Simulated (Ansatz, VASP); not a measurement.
# As in VASP and in Ansatz

```
CELL_PARAMETERS angstrom
5.43158 0.00000 0.00000
0.00000 5.43158 0.00000
0.00000 0.00000 5.43158
ATOMIC_POSITIONS crystal
As 0.50000 0.50000 0.50000
As 0.00000 0.00000 0.00000
As 0.25000 0.00000 0.50000
As 0.50000 0.25000 0.00000
As 0.50000 0.75000 0.00000
As 0.75000 0.00000 0.50000
As 0.00000 0.50000 0.75000
As 0.00000 0.50000 0.25000
```

Alike in both runs: task relaxation of cell and atoms; functional PBE; k mesh 8 × 8 × 8; occupations gaussian, width 0.1 eV; no spin polarisation.

|  | VASP | Ansatz |
| --- | --- | --- |
| version | VASP 6.6.1 | Ansatz 0.2.0 |
| potentials or method | VASP PAW PBE potentials, release 64 (As), cutoff 600 eV | scalar-relativistic, plane waves, PAW |
| valence electrons in the cell | 40 | 120 |

|  | VASP | Ansatz | Ansatz less VASP |
| --- | --- | --- | --- |
| gap on the k mesh at the Fermi level, each at its own relaxed structure (eV) | none | none | - |
| relaxed volume (Å³/atom) | 19.64 | 19.63 | -0.005 |
| relaxed length of the cell vector where the two differ most in proportion (Å) | 5.396 | 5.396 | -0.0005 |

A gap of «none» marks a metal or a gap that the smearing closes. VASP's potentials hold 40 valence electrons a cell and Ansatz's 120, so a difference there can come from the potentials and not from the codes.
